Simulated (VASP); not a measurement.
Crystal: FeO.

```
Fe O
1.0
     2.66371    0.00000    0.00000
     0.00000    2.66371    0.00000
     0.00000    0.00000    2.66371
Fe O
1 1
Direct
  0.00000 0.00000 0.00000
  0.50000 0.50000 0.50000
```

Base run:

* Program: VASP 6.6.1
* Functional: PBE
* Potentials or basis: VASP PAW PBE potentials, release 64 (Fe, O)
* Cutoff: 520 eV
* k mesh: 10 × 10 × 10
* Occupations: fermi-dirac, width 0.05 eV
* Spin: collinear spin, ferromagnetic start
* Starting moments: [3.0, 0.0] μB

Its results: band gap on the k mesh zero (filled and empty bands overlap); pressure -3.1 GPa; net moment 4.00 μB per cell; site moments Fe +3.54; O +0.36 μB.

**Question.** The run is repeated on the same cell with these changes: potentials or basis from VASP PAW PBE potentials, release 64 (Fe, O) to VASP PAW PBE potentials, release 64 (Fe_sv, O); cutoff from 520 eV to 600 eV; further incar settings from ALGO = Normal; EDIFF = 1e-06; NBANDS = 18 to ALGO = Normal; EDIFF = 1e-06; NBANDS = 22; valence electrons from 14 to 22. What comes out?

**Answer.** Band gap on the k mesh zero (filled and empty bands overlap); pressure -5.3 GPa; net moment 4.00 μB per cell; site moments Fe +3.42; O +0.36 μB.

Caveats: a cell with one magnetic atom can't hold antiferromagnetic order, which such compounds often take; semilocal functionals often make such compounds metallic where correlation or magnetic order opens a gap, which also shifts bond lengths.
